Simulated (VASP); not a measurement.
Runs of VASP 6.6.1 on ScRu3. The structure is that of space group I4/mmm (No. 139), or close to it. The cells are those of the table. 

```csv
level,cell,k mesh,gap on the mesh (eV),pressure (GPa)
PBE,"a = 4.972 Å, angles 132.9, 132.9, 68.8°, 4 atoms",10 × 10 × 10,none,-11.6
r2SCAN+rVV10,"a = 4.848 Å, angles 133.5, 133.5, 67.9°, 4 atoms",10 × 10 × 10,none,(a)
r2SCAN+D3(BJ),"a = 4.840 Å, angles 133.5, 133.5, 67.9°, 4 atoms",10 × 10 × 10,none,1.3
PBEsol,"a = 4.876 Å, angles 132.9, 132.9, 68.8°, 4 atoms",11 × 11 × 11,none,-9.4
PBEsol,"a = 4.876 Å, angles 132.9, 132.9, 68.8°, 4 atoms",13 × 13 × 13,none,-9.4
```

Alike in all rows: task single point; potentials or basis VASP PAW PBE potentials, release 64 (Ru_pv, Sc_sv); no spin polarisation; cutoff (eV) 520; smearing fermi-dirac 0.05 eV.

Task: Fill in the values left out.

Result: (a) 1.5.

Caveats: the PAW data sets were made with another functional, which shifts forces and pressure a little (at least some runs); the cell stands under tension (at least some runs).

A k mesh can miss the band edges, and the runs leave out spin-orbit coupling on Ru.

A gap of «none» marks levels without a gap at the run's occupations.
